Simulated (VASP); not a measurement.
# Rh (P6_3/mmc) in VASP: notebook

Rh is run at these levels: PBEsol; tasks: single point.

Everything below comes from runs of VASP 6.6.1. Logs are shortened: lines on timing, memory, paths and dates and some standing lists are left out, and cuts for length are marked.

**1. The cell of the first run**

The structure is hexagonal, space group P6_3/mmc (No. 194). Conventional cell: a = 2.702 Å, b = 2.702 Å, c = 4.242 Å, α = 90.00°, β = 90.00°, γ = 120.00°. Rh (site symmetry -6m2) has 12 Rh at 2.63 to 2.70 Å within 3.5 Å.

**2. Single point, PBEsol (uniaxial strain along c: -2.0 %)**

Contents of INCAR:

```
PREC = Accurate
ENCUT = 520
EDIFF = 1E-6
ISMEAR = 0
SIGMA = 0.1
LREAL = F
LASPH = T
NELM = 100
ALGO = Fast
ISIF = 2
LWAVE = F
LCHARG = T
GGA = PS
LELF = T
LVHAR = T
NBANDS = 22
```

Contents of KPOINTS:

```
Automatic mesh
0
Gamma
  24 24 12
```

Contents of POSCAR:

```
Rh
1.0
    2.7021797654      0.0000000000      0.0000000000
   -1.3510898827      2.3401563224      0.0000000000
    0.0000000000      0.0000000000      4.2424398388
Rh
2
Direct
    0.6666666667      0.3333333333      0.7500000000
    0.3333333333      0.6666666667      0.2500000000
```

Potentials or basis: VASP PAW PBE potentials, release 64 (Rh_pv).

The run is started by

```console
$ cat potpaw_PBE.64/Rh_pv/POTCAR > POTCAR
$ mpirun -np 1 vasp_std > vasp.out
```

OUTCAR:

```text
PREC = Accurate
   ENCUT = 520
   EDIFF = 1E-6
   ISMEAR = 0
   LREAL = F
   LASPH = T
   NELM = 100
   ISIF = 2
   GGA = PS

 ion  position               nearest neighbor table
   1  0.667  0.333  0.750-   2 2.63   2 2.63   2 2.63   2 2.63   2 2.63   2 2.63
   2  0.333  0.667  0.250-   1 2.63   1 2.63   1 2.63   1 2.63   1 2.63   1 2.63

  LATTYP: Found a hexagonal cell.
 ALAT       =     2.7021797654
 C/A-ratio  =     1.5700065159

  Lattice vectors:

 A1 = (   2.7021797654,   0.0000000000,   0.0000000000)
 A2 = (  -1.3510898827,   2.3401563224,   0.0000000000)
 A3 = (   0.0000000000,   0.0000000000,   4.2424398388)

Analysis of symmetry for initial positions (statically):
=====================================================================
 Subroutine PRICEL returns:
 Original cell was already a primitive cell.

 Routine SETGRP: Setting up the symmetry group for a
 hexagonal supercell.

 Subroutine GETGRP returns: Found 24 space group operations
 (whereof 12 operations were pure point group operations)
 out of a pool of 24 trial point group operations.

The static configuration has the point symmetry D_3d.
 The point group associated with its full space group is D_6h.

Analysis of symmetry for dynamics (positions and initial velocities):
=====================================================================
 Subroutine PRICEL returns:
 Original cell was already a primitive cell.

 Routine SETGRP: Setting up the symmetry group for a
 hexagonal supercell.

 Subroutine GETGRP returns: Found 24 space group operations
 (whereof 12 operations were pure point group operations)
 out of a pool of 24 trial point group operations.

The dynamic configuration has the point symmetry D_3d.
 The point group associated with its full space group is D_6h.

 Subroutine INISYM returns: Found 24 space group operations
 (whereof 12 operations are pure point group operations),
 and found     1 'primitive' translations

----------------------------------------------------------------------------------------

                                     Primitive cell

  volume of cell :      26.8272

  direct lattice vectors                    reciprocal lattice vectors
     2.702179765  0.000000000  0.000000000     0.370071604  0.213660940  0.000000000
    -1.351089883  2.340156322  0.000000000     0.000000000  0.427321880  0.000000000
     0.000000000  0.000000000  4.242439839     0.000000000  0.000000000  0.235713419

  length of vectors
     2.702179765  2.702179765  4.242439839     0.427321880  0.427321880  0.235713419

  position of ions in fractional coordinates (direct lattice)
     0.666666667  0.333333333  0.750000000
     0.333333333  0.666666667  0.250000000

  ion indices of the primitive-cell ions
   primitive index   ion index
                 1           1
                 2           2

----------------------------------------------------------------------------------------

 KPOINTS: Automatic mesh

Automatic generation of k-mesh.
 Grid dimensions read from file:
 generate k-points for:   24   24   12

 Generating k-lattice:

  Cartesian coordinates                     Fractional coordinates (reciprocal lattice)
     0.015419650  0.008902539  0.000000000     0.041666667  0.000000000  0.000000000
     0.000000000  0.017805078  0.000000000     0.000000000  0.041666667  0.000000000
     0.000000000  0.000000000  0.019642785     0.000000000  0.000000000  0.083333333

  Length of vectors
     0.017805078  0.017805078  0.019642785

  Shift w.r.t. Gamma in fractional coordinates (k-lattice)
     0.000000000  0.000000000  0.000000000

 Subroutine IBZKPT returns following result:
 ===========================================

 Found    427 irreducible k-points:

 Following reciprocal coordinates:
            Coordinates               Weight
  0.000000  0.000000  0.000000      1.000000
  0.041667 -0.000000  0.000000      6.000000
  0.083333  0.000000  0.000000      6.000000
  0.125000 -0.000000  0.000000      6.000000
  0.166667 -0.000000  0.000000      6.000000
  0.208333  0.000000  0.000000      6.000000
[... 16 lines left out ...]
  0.416667  0.041667  0.000000     12.000000
  0.458333  0.041667  0.000000     12.000000
 [... further k-points ...]
   k-points           NKPTS =    427   k-points in BZ     NKDIM =    427   number of bands    NBANDS=     22
   number of dos      NEDOS =    301   number of ions     NIONS =      2
   total plane-waves  NPLWV =  12800
   dimension x,y,z NGX =    20 NGY =   20 NGZ =   32
   dimension x,y,z NGXF=    40 NGYF=   40 NGZF=   64
   ions per type =               2
   NGX,Y,Z   is equivalent  to a cutoff of  12.30, 12.30, 12.54 a.u.
   NGXF,Y,Z  is equivalent  to a cutoff of  24.61, 24.61, 25.08 a.u.
 SYSTEM =  unknown system
   PREC   = accura    normal or accurate (medium, high low for compatibility)
   ISTART =      0    job   : 0-new  1-cont  2-samecut
   ICHARG =      2    charge: 1-file 2-atom 10-const
   ISPIN  =      1    spin polarized calculation?
   LNONCOLLINEAR =      F non collinear calculations
   LSORBIT =      F    spin-orbit coupling
   LASPH  =      T    aspherical Exc in radial PAW
   ENCUT  =  520.0 eV  38.22 Ry    6.18 a.u.   5.02  5.02  7.89*2*pi/ulx,y,z
   NELM   =    100;   NELMIN=  2; NELMDL= -5     # of ELM steps
   EDIFF  = 0.1E-05   stopping-criterion for ELM
   LREAL  =      F    real-space projection
   EDIFFG = 0.1E-04   stopping-criterion for IOM
   NSW    =      0    number of steps for IOM
   IBRION =     -1    ionic relax: 0-MD 1-quasi-New 2-CG
   NFREE  =      0    steps in history (QN), initial steepest desc. (CG)
   ISIF   =      2    stress and relaxation
   ISYM   =      2    0-nonsym 1-usesym 2-fastsym
   POTIM  = 0.5000    time-step for ionic-motion
   TEBEG  =    0.0;   TEEND  =   0.0 temperature during run
   PSTRESS=    0.0 pullay stress
   NELECT =      30.0000    total number of electrons
   NUPDOWN=      -1.0000    fix difference up-down
   EMIN   =  10.00;   EMAX   =-10.00  energy-range for DOS
   EFERMI =   0.00;   METHOD = LEGACY
   ISMEAR =     0;   SIGMA  =   0.10  broadening in eV -4-tet -1-fermi 0-gaus
   EFERMI_NEDOS =   21; number of points for ismear=-14 and -15
   IALGO  =     68    algorithm
   IMIX   =      4    mixing-type and parameters
     AMIX     =   0.40;   BMIX     =  1.00
     AMIX_MAG =   1.60;   BMIX_MAG =  1.00
  volume/ion in A,a.u.               =      13.41        90.52
  Fermi-wavevector in a.u.,A,eV,Ry     =   1.699249  3.211115 39.286096  2.887447
  Thomas-Fermi vector in A             =   2.779601
   LORBIT       =      0    0 simple, 1 ext, 2 COOP (PROOUT), +10 PAW based schemes
   GGA     = PS    functional components
   LHFCALC =     F    Hartree Fock is set to
   AEXX    =    0.0000 exact exchange contribution
   IVDW    =     0    specifies the selected vdW correction
   LEPSILON=     F    determine dielectric tensor
   LRPA    =     F    only Hartree local field effects (RPA)
 non-spin polarized calculation
 RMM-DIIS sequential band-by-band and
 Gauss-broadening in eV      SIGMA  =   0.10
  energy-cutoff  :      520.00
  volume of cell :       26.83
 maximum number of plane-waves:       739
 NGX is ok and might be reduce to    20
   NGX =  9   NGY =  9   NGZ = 15

 number of electron      29.9999991 magnetization

 Free energy of the ion-electron system (eV)
  ---------------------------------------------------
  ext. energy  EPLUGINS =         0.00000000
  ---------------------------------------------------
  free energy    TOTEN  =       -16.18744274 eV

  energy without entropy =      -16.17189621  energy(sigma->0) =      -16.17966947

 E-fermi :  12.3388     XC(G=0): -14.3745

 val. band max:       12.3384418470   @ k =   0.4167  -0.0000   0.0833
 cond. band min:      12.3407659959   @ k =   0.3750   0.2083   0.3333
 fundamental gap:      0.0023241489
 Fermi energy:        12.3387525156

 k-point     1 :       0.0000    0.0000    0.0000
  band No.  band energies     occupation
      1     -35.0264      2.00000
      2     -34.2751      2.00000
      3     -34.2751      2.00000
      4     -34.1471      2.00000
      5     -34.1380      2.00000
      6     -34.1380      2.00000
[... 14 lines left out ...]
     21      30.8165      0.00000
     22      31.1400      0.00000

 k-point     2 :       0.0417   -0.0000    0.0000
  band No.  band energies     occupation
      1     -35.0219      2.00000
      2     -34.2843      2.00000
      3     -34.2783      2.00000
      4     -34.1493      2.00000
      5     -34.1476      2.00000
      6     -34.1392      2.00000
[... 14 lines left out ...]
     21      30.8820      0.00000
     22      31.2005      0.00000

 k-point     3 :       0.0833    0.0000    0.0000
  band No.  band energies     occupation
      1     -35.0085      2.00000
      2     -34.3112      2.00000
      3     -34.2876      2.00000
      4     -34.1758      2.00000
      5     -34.1559      2.00000
      6     -34.1430      2.00000
[... 14 lines left out ...]
     21      31.0651      0.00000
     22      31.3000      0.00000

 k-point     4 :       0.1250   -0.0000    0.0000
  band No.  band energies     occupation
      1     -34.9867      2.00000
      2     -34.3539      2.00000
      3     -34.3022      2.00000
      4     -34.2203      2.00000
      5     -34.1669      2.00000
      6     -34.1492      2.00000
[... 14 lines left out ...]
     21      31.1414      0.00000
     22      31.3168      0.00000

 k-point     5 :       0.1667   -0.0000    0.0000
  band No.  band energies     occupation
      1     -34.9573      2.00000
      2     -34.4098      2.00000
      3     -34.3207      2.00000
      4     -34.2775      2.00000
      5     -34.1823      2.00000
      6     -34.1576      2.00000
[... 14 lines left out ...]
     21      30.9308      0.00000
     22      31.3089      0.00000

 k-point     6 :       0.2083    0.0000    0.0000
  band No.  band energies     occupation
      1     -34.9212      2.00000
      2     -34.4749      2.00000
      3     -34.3431      2.00000
      4     -34.3419      2.00000
      5     -34.2020      2.00000
      6     -34.1677      2.00000
[... 14 lines left out ...]
     21      30.1878      0.00000
     22      30.5627      0.00000

 k-point     7 :       0.2500   -0.0000    0.0000
  band No.  band energies     occupation
      1     -34.8799      2.00000
      2     -34.5450      2.00000
      3     -34.4125      2.00000
      4     -34.3642      2.00000
      5     -34.2258      2.00000
      6     -34.1789      2.00000
[... 324 lines left out ...]
      6     -34.2015      2.00000
[... 14 lines left out ...]
     21      27.2932      0.00000
     22      28.6431      0.00000

 k-point    21 :       0.3333    0.0417    0.0000
  band No.  band energies     occupation
      1     -34.7626      2.00000
      2     -34.7085      2.00000
      3     -34.5730      2.00000
      4     -34.4175      2.00000
      5     -34.3007      2.00000
      6     -34.2122      2.00000
[... 14 lines left out ...]
     21      26.4327      0.00000
     22      28.0382      0.00000

 k-point    22 :       0.3750    0.0417    0.0000
  band No.  band energies     occupation
      1     -34.7582      2.00000
      2     -34.7190      2.00000
      3     -34.6178      2.00000
      4     -34.4340      2.00000
      5     -34.3317      2.00000
      6     -34.2210      2.00000
[... 14 lines left out ...]
     21      25.7111      0.00000
     22      27.5212      0.00000

 k-point    23 :       0.4167    0.0417    0.0000
  band No.  band energies     occupation
      1     -34.7933      2.00000
      2     -34.6832      2.00000
      3     -34.6493      2.00000
      4     -34.4455      2.00000
      5     -34.3587      2.00000
      6     -34.2273      2.00000
[... 14 lines left out ...]
     21      25.1834      0.00000
     22      27.0987      0.00000

 k-point    24 :       0.4583    0.0417    0.0000
  band No.  band energies     occupation
      1     -34.8115      2.00000
      2     -34.6656      2.00000
      3     -34.6619      2.00000
      4     -34.4514      2.00000
      5     -34.3754      2.00000
      6     -34.2306      2.00000
[... 14 lines left out ...]
     21      24.9011      0.00000
     22      26.8309      0.00000

 [... further k-points ...]

------------------------ aborting loop because EDIFF is reached ----------------------------------------

  FORCE on cell =-STRESS in cart. coord.  units (eV):
  Direction    XX          YY          ZZ          XY          YZ          ZX
  --------------------------------------------------------------------------------------
  -------------------------------------------------------------------------------------
  Total        0.0950501      0.0950501      1.5627197      0.0000000      0.0000000      0.0000000
  in kB        5.6766035      5.6766035     93.3290575      0.0000000      0.0000000      0.0000000
  external PRESSURE =      34.8940882 kB  Pullay stress =       0.0000000 kB

 VOLUME and BASIS-vectors are now :
 -----------------------------------------------------------------------------
  energy-cutoff  :      520.00
  volume of cell :       26.83
      direct lattice vectors                 reciprocal lattice vectors
     2.702179765  0.000000000  0.000000000     0.370071604  0.213660940  0.000000000
    -1.351089883  2.340156322  0.000000000     0.000000000  0.427321880  0.000000000
     0.000000000  0.000000000  4.242439839     0.000000000  0.000000000  0.235713419

 POSITION                                       TOTAL-FORCE (eV/Angst)
 -----------------------------------------------------------------------------------
      1.35109      0.78005      3.18183         0.000000      0.000000      0.000000
     -0.00000      1.56010      1.06061        -0.000000      0.000000      0.000000
 -----------------------------------------------------------------------------------
    total drift:                               -0.000000      0.000000     -0.000000

  FREE ENERGIE OF THE ION-ELECTRON SYSTEM (eV)
  ---------------------------------------------------
  free  energy   TOTEN  =       -16.1874427382 eV

  energy  without entropy=      -16.1718962077  energy(sigma->0) =      -16.17966947
```

It took 73 s on 1 thread of Intel Xeon 6975P-C (Granite Rapids), shared host; peak memory 0.29 GiB.

What came out:

```
Free energy            : -16.1874 eV
Pressure               : 3.5 GPa
Band gap on the k mesh : zero (band 15 reaches 13.00 eV, above the bottom of band 16 at 10.49 eV)
```

Caveat: the cell differs from its parent crystal (uniaxial strain along c: -2.0 %); the PAW data sets were made with another functional, which shifts forces and pressure a little.

(Part 1 of 2 ends here.)
